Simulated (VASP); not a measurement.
# Al3Ga3N2 (P3m1) in VASP: a series of runs

Runs on Al3Ga3N2. Level: PBE. Tasks: single point.

Program: VASP 6.6.1. These are calculated values, not measurements. Logs are shortened: lines on timing, memory, paths and dates and some standing lists are left out, and cuts for length are marked.

## Step 1: The cell of the first run

It takes space group P3m1 (No. 156, trigonal). The conventional cell has a = 3.068 Å, b = 3.068 Å, c = 14.702 Å, α = 90.00°, β = 90.00°, γ = 120.00°. Within 2.5 Å of Al (site symmetry 3m) lie 4 N at 1.88 to 1.91 Å. Al (site symmetry 3m) has 3 N at 1.90 Å within 2.5 Å. Within 2.6 Å of Al (site symmetry 3m) lie 1 N at 1.93 Å. Ga (site symmetry 3m) has 9 Ga at 2.95 to 3.07 Å and 3 Al at 3.00 Å and 1 N at 3.10 Å within 3.9 Å. Ga (site symmetry 3m) has 3 Al at 2.89 Å and 9 Ga at 3.07 Å within 3.8 Å. Ga (site symmetry 3m) has 12 Ga at 2.95 to 3.07 Å within 3.9 Å. N (site symmetry 3m) has 4 Al at 1.88 to 1.93 Å within 2.5 Å. N (site symmetry 3m) has 4 Al at 1.90 to 1.91 Å within 2.5 Å.

## Step 2: Single point, PBE, collinear spin, ferromagnetic start

INCAR reads:

```
ALGO = Normal ; EDIFF = 1E-6
ENCUT = 520 ; GGA = PE
ISIF = 2 ; ISMEAR = 0
ISPIN = 2 ; LASPH = True
LCHARG = True ; LELF = True
LORBIT = 11 ; LREAL = False
LVHAR = True ; LWAVE = False
MAGMOM = 0 0 0 0 0 0 1 1 ; NBANDS = 43
NELM = 150 ; PREC = Accurate
SIGMA = 0.1
```

KPOINTS reads:

```
k-points
0
Gamma
  6 6 2
```

POSCAR reads:

```
Al3Ga3N2
1.0
    3.0678989354      0.0000000000      0.0000000000
   -1.5339494677      2.6568784143      0.0000000000
    0.0000000000      0.0000000000     14.7018236318
Al Ga N
3 3 2
Direct
    0.3333333333      0.6666666667      0.1760258049
    0.0000000000      0.0000000000      0.3519499908
    0.0000000000      0.0000000000      0.0028654665
    0.3333333333      0.6666666667      0.5167123448
    0.3333333333      0.6666666667      0.8476898929
    0.6666666667      0.3333333333      0.6775406211
    0.0000000000      0.0000000000      0.1341486351
    0.3333333333      0.6666666667      0.3060672439
```

Potentials or basis: VASP PAW PBE potentials, release 64 (Al, Ga_d, N).

The run is started by

```bash
$ cat potpaw_PBE.64/Al/POTCAR potpaw_PBE.64/Ga_d/POTCAR potpaw_PBE.64/N/POTCAR > POTCAR
$ mpirun -np 1 vasp_std > vasp.out
```

OUTCAR:

```text
EDIFF = 1E-6
   ENCUT = 520
   GGA = PE
   ISIF = 2
   ISMEAR = 0
   ISPIN = 2
   LASPH = True
   LORBIT = 11
   LREAL = False
   NELM = 150
   PREC = Accurate

 ion  position               nearest neighbor table
   1  0.333  0.667  0.176-   7 1.88   7 1.88   7 1.88   8 1.91   3 3.10   3 3.10   3 3.10   2 3.13
                             2 3.13   2 3.13
   2  0.000  0.000  0.352-   8 1.90   8 1.90   8 1.90   4 3.00   4 3.00   4 3.00   1 3.13   1 3.13
                             1 3.13
   3  0.000  0.000  0.003-   7 1.93   5 2.89   5 2.89   5 2.89   1 3.10   1 3.10   1 3.10
   4  0.333  0.667  0.517-   2 3.00   2 3.00   2 3.00
   5  0.333  0.667  0.848-   3 2.89   3 2.89   3 2.89
   6  0.667  0.333  0.678-
   7  0.000  0.000  0.134-   1 1.88   1 1.88   1 1.88   3 1.93
   8  0.333  0.667  0.306-   2 1.90   2 1.90   2 1.90   1 1.91

  LATTYP: Found a hexagonal cell.
 ALAT       =     3.0678989354
 C/A-ratio  =     4.7921473104

  Lattice vectors:

 A1 = (   3.0678989354,   0.0000000000,   0.0000000000)
 A2 = (  -1.5339494677,   2.6568784143,   0.0000000000)
 A3 = (   0.0000000000,   0.0000000000,  14.7018236318)

Analysis of symmetry for initial positions (statically):
=====================================================================
 Subroutine PRICEL returns:
 Original cell was already a primitive cell.

 Routine SETGRP: Setting up the symmetry group for a
 hexagonal supercell.

 Subroutine GETGRP returns: Found  6 space group operations
 (whereof  6 operations were pure point group operations)
 out of a pool of 24 trial point group operations.

The static configuration has the point symmetry C_3v.

Analysis of symmetry for dynamics (positions and initial velocities):
=====================================================================
 Subroutine PRICEL returns:
 Original cell was already a primitive cell.

 Routine SETGRP: Setting up the symmetry group for a
 hexagonal supercell.

 Subroutine GETGRP returns: Found  6 space group operations
 (whereof  6 operations were pure point group operations)
 out of a pool of 24 trial point group operations.

The dynamic configuration has the point symmetry C_3v.

Analysis of structural, dynamic, and magnetic symmetry:
=====================================================================
 Subroutine PRICEL returns:
 Original cell was already a primitive cell.

 Routine SETGRP: Setting up the symmetry group for a
 hexagonal supercell.

 Subroutine GETGRP returns: Found  6 space group operations
 (whereof  6 operations were pure point group operations)
 out of a pool of 24 trial point group operations.

The overall configuration has the point symmetry C_3v.

 Subroutine INISYM returns: Found  6 space group operations
 (whereof  6 operations are pure point group operations),
 and found     1 'primitive' translations

----------------------------------------------------------------------------------------

                                     Primitive cell

  volume of cell :     119.8351

  direct lattice vectors                    reciprocal lattice vectors
     3.067898935  0.000000000  0.000000000     0.325955979  0.188190772  0.000000000
    -1.533949468  2.656878414  0.000000000     0.000000000  0.376381544  0.000000000
     0.000000000  0.000000000 14.701823632     0.000000000  0.000000000  0.068018773

  length of vectors
     3.067898935  3.067898935 14.701823632     0.376381544  0.376381544  0.068018773

  position of ions in fractional coordinates (direct lattice)
     0.333333333  0.666666667  0.176025805
     0.000000000  0.000000000  0.351949991
     0.000000000  0.000000000  0.002865466
     0.333333333  0.666666667  0.516712345
     0.333333333  0.666666667  0.847689893
     0.666666667  0.333333333  0.677540621
     0.000000000  0.000000000  0.134148635
     0.333333333  0.666666667  0.306067244

  ion indices of the primitive-cell ions
   primitive index   ion index
                 1           1
                 2           2
                 3           3
                 4           4
                 5           5
                 6           6
                 7           7
                 8           8

----------------------------------------------------------------------------------------

 KPOINTS: k-points

Automatic generation of k-mesh.
 Grid dimensions read from file:
 generate k-points for:    6    6    2

 Generating k-lattice:

  Cartesian coordinates                     Fractional coordinates (reciprocal lattice)
     0.054325996  0.031365129  0.000000000     0.166666667 -0.000000000  0.000000000
     0.000000000  0.062730257  0.000000000     0.000000000  0.166666667  0.000000000
     0.000000000  0.000000000  0.034009386     0.000000000  0.000000000  0.500000000

  Length of vectors
     0.062730257  0.062730257  0.034009386

  Shift w.r.t. Gamma in fractional coordinates (k-lattice)
     0.000000000  0.000000000  0.000000000

 Subroutine IBZKPT returns following result:
 ===========================================

 Found     14 irreducible k-points:

 Following reciprocal coordinates:
            Coordinates               Weight
  0.000000  0.000000  0.000000      1.000000
  0.166667  0.000000  0.000000      6.000000
  0.333333  0.000000  0.000000      6.000000
  0.500000 -0.000000  0.000000      3.000000
  0.166667  0.166667  0.000000      6.000000
  0.333333  0.166667  0.000000     12.000000
  0.333333  0.333333  0.000000      2.000000
  0.000000  0.000000  0.500000      1.000000
  0.166667  0.000000  0.500000      6.000000
  0.333333  0.000000  0.500000      6.000000
  0.500000 -0.000000  0.500000      3.000000
  0.166667  0.166667  0.500000      6.000000
  0.333333  0.166667  0.500000     12.000000
  0.333333  0.333333  0.500000      2.000000
   k-points           NKPTS =     14   k-points in BZ     NKDIM =     14   number of bands    NBANDS=     43
   number of dos      NEDOS =    301   number of ions     NIONS =      8
   total plane-waves  NPLWV =  64512
   dimension x,y,z NGX =    24 NGY =   24 NGZ =  112
   dimension x,y,z NGXF=    48 NGYF=   48 NGZF=  224
   ions per type =               3   3   2
   NGX,Y,Z   is equivalent  to a cutoff of  13.01, 13.01, 12.66 a.u.
   NGXF,Y,Z  is equivalent  to a cutoff of  26.01, 26.01, 25.33 a.u.
 SYSTEM =  unknown system
   PREC   = accura    normal or accurate (medium, high low for compatibility)
   ISTART =      0    job   : 0-new  1-cont  2-samecut
   ICHARG =      2    charge: 1-file 2-atom 10-const
   ISPIN  =      2    spin polarized calculation?
   LNONCOLLINEAR =      F non collinear calculations
   LSORBIT =      F    spin-orbit coupling
   LASPH  =      T    aspherical Exc in radial PAW
   ENCUT  =  520.0 eV  38.22 Ry    6.18 a.u.   5.70  5.70 27.34*2*pi/ulx,y,z
   NELM   =    150;   NELMIN=  2; NELMDL= -5     # of ELM steps
   EDIFF  = 0.1E-05   stopping-criterion for ELM
   LREAL  =      F    real-space projection
   EDIFFG = 0.1E-04   stopping-criterion for IOM
   NSW    =      0    number of steps for IOM
   IBRION =     -1    ionic relax: 0-MD 1-quasi-New 2-CG
   NFREE  =      0    steps in history (QN), initial steepest desc. (CG)
   ISIF   =      2    stress and relaxation
   ISYM   =      2    0-nonsym 1-usesym 2-fastsym
   POTIM  = 0.5000    time-step for ionic-motion
   TEBEG  =    0.0;   TEEND  =   0.0 temperature during run
   PSTRESS=    0.0 pullay stress
   NELECT =      58.0000    total number of electrons
   NUPDOWN=      -1.0000    fix difference up-down
   EMIN   =  10.00;   EMAX   =-10.00  energy-range for DOS
   EFERMI =   0.00;   METHOD = LEGACY
   ISMEAR =     0;   SIGMA  =   0.10  broadening in eV -4-tet -1-fermi 0-gaus
   EFERMI_NEDOS =   21; number of points for ismear=-14 and -15
   IALGO  =     38    algorithm
   IMIX   =      4    mixing-type and parameters
     AMIX     =   0.40;   BMIX     =  1.00
     AMIX_MAG =   1.60;   BMIX_MAG =  1.00
  volume/ion in A,a.u.               =      14.98       101.09
  Fermi-wavevector in a.u.,A,eV,Ry     =   1.285354  2.428967 22.478670  1.652136
  Thomas-Fermi vector in A             =   2.417494
   LORBIT       =     11    0 simple, 1 ext, 2 COOP (PROOUT), +10 PAW based schemes
   GGA     = PE    functional components
   LHFCALC =     F    Hartree Fock is set to
   AEXX    =    0.0000 exact exchange contribution
   IVDW    =     0    specifies the selected vdW correction
   LEPSILON=     F    determine dielectric tensor
   LRPA    =     F    only Hartree local field effects (RPA)
 spin polarized calculation
 Gauss-broadening in eV      SIGMA  =   0.10
  energy-cutoff  :      520.00
  volume of cell :      119.84
 maximum number of plane-waves:      3252
 NGX is ok and might be reduce to    24
   NGX = 11   NGY = 11   NGZ = 55

 number of electron      57.9999978 magnetization       0.0006230

 Free energy of the ion-electron system (eV)
  ---------------------------------------------------
  ext. energy  EPLUGINS =         0.00000000
  ---------------------------------------------------
  free energy    TOTEN  =       -41.08472090 eV

  energy without entropy =      -41.06782629  energy(sigma->0) =      -41.07627360

 E-fermi :   6.5123     XC(G=0): -10.6779

 val. band max:        6.4709228236   @ k =   0.3333   0.1667   0.5000
 cond. band min:       6.5137495206   @ k =   0.3333   0.3333   0.5000
 fundamental gap:      0.0428266969
 Fermi energy:         6.5123058497

 spin component 1

 k-point     1 :       0.0000    0.0000    0.0000
  band No.  band energies     occupation
      1     -10.5881      1.00000
      2      -9.6098      1.00000
      3      -8.3301      1.00000
      4      -8.3040      1.00000
      5      -8.2828      1.00000
      6      -8.2828      1.00000
[... 605 lines left out ...]
     40      12.5984      0.00000
     41      13.0423      0.00000
 Fermi energy:         6.5123058497

 spin component 2

 k-point     1 :       0.0000    0.0000    0.0000
  band No.  band energies     occupation
      1     -10.5881      1.00000
      2      -9.6098      1.00000
      3      -8.3301      1.00000
      4      -8.3040      1.00000
      5      -8.2828      1.00000
      6      -8.2828      1.00000
[... 605 lines left out ...]
     40      12.5986      0.00000
     41      13.0423      0.00000
 [bands above 41 left out]

------------------------ aborting loop because EDIFF is reached ----------------------------------------

  FORCE on cell =-STRESS in cart. coord.  units (eV):
  Direction    XX          YY          ZZ          XY          YZ          ZX
  --------------------------------------------------------------------------------------
  -------------------------------------------------------------------------------------
  Total       -0.1028997     -0.1028997      0.1764832     -0.0000000      0.0000000     -0.0000000
  in kB       -1.3757544     -1.3757544      2.3595551     -0.0000000      0.0000000     -0.0000000
  external PRESSURE =      -0.1306513 kB  Pullay stress =       0.0000000 kB

 VOLUME and BASIS-vectors are now :
 -----------------------------------------------------------------------------
  energy-cutoff  :      520.00
  volume of cell :      119.84
      direct lattice vectors                 reciprocal lattice vectors
     3.067898935  0.000000000  0.000000000     0.325955979  0.188190772  0.000000000
    -1.533949468  2.656878414  0.000000000     0.000000000  0.376381544  0.000000000
     0.000000000  0.000000000 14.701823632     0.000000000  0.000000000  0.068018773

 POSITION                                       TOTAL-FORCE (eV/Angst)
 -----------------------------------------------------------------------------------
     -0.00000      1.77125      2.58790         0.000000      0.000000     -0.043107
      0.00000      0.00000      5.17431        -0.000000     -0.000000     -0.045828
      0.00000      0.00000      0.04213         0.000000     -0.000000     -0.031288
     -0.00000      1.77125      7.59661         0.000000     -0.000000      0.023690
     -0.00000      1.77125     12.46259        -0.000000     -0.000000     -0.007788
      1.53395      0.88563      9.96108         0.000000     -0.000000     -0.018377
      0.00000      0.00000      1.97223         0.000000     -0.000000      0.088294
     -0.00000      1.77125      4.49975        -0.000000     -0.000000      0.034405
 -----------------------------------------------------------------------------------
    total drift:                               -0.000000     -0.000000     -0.000151

  FREE ENERGIE OF THE ION-ELECTRON SYSTEM (eV)
  ---------------------------------------------------
  free  energy   TOTEN  =       -41.0847209019 eV

  energy  without entropy=      -41.0678262932  energy(sigma->0) =      -41.07627360

 total charge

# of ion       s       p       d       tot
------------------------------------------
    1        0.372   0.448   0.000   0.820
    2        0.372   0.400   0.000   0.772
    3        0.407   0.336   0.000   0.743
    4        1.027   0.542   9.952  11.521
    5        1.039   0.514   9.958  11.511
    6        1.038   0.504   9.950  11.492
    7        1.232   2.628   0.000   3.859
    8        1.233   2.615   0.000   3.848
--------------------------------------------------
tot          6.719   7.987  29.859  44.565

 magnetization (x)

# of ion       s       p       d       tot
------------------------------------------
    1        0.000   0.000   0.000   0.000
    2        0.000   0.000   0.000   0.000
    3        0.000   0.000   0.000   0.000
    4        0.000   0.000   0.000   0.000
    5       -0.000   0.000   0.000   0.000
    6        0.000   0.000   0.000   0.000
    7       -0.000  -0.000   0.000  -0.000
    8        0.000  -0.000   0.000  -0.000
--------------------------------------------------
tot          0.000   0.000   0.000   0.000
```

Run time: 5.2 min. Hardware: 1 thread of Intel Xeon 8259CL, shared host; peak memory 0.34 GiB.

Results:

- Free energy: -41.0847 eV
- Pressure: 0.0 GPa
- Largest force: 0.088 eV/Å
- Band gap on the k mesh: zero (filled and empty bands overlap)
- Net moment: 0.00 μB per cell
- Valence electrons inside the program's atomic spheres: Al 0.82, 0.77, 0.74; Ga 11.52, 11.51, 11.49; N 3.86, 3.85

Forces on the atoms (eV/Å):
```
Al   0.000  0.000 -0.043
Al   0.000  0.000 -0.046
Al   0.000  0.000 -0.031
Ga   0.000  0.000  0.024
Ga   0.000  0.000 -0.008
Ga   0.000  0.000 -0.018
N    0.000  0.000  0.088
N    0.000  0.000  0.034
```

Caveat: the k points lie up to 0.39 Å⁻¹ apart.

(Continued in part 2 of 2.)
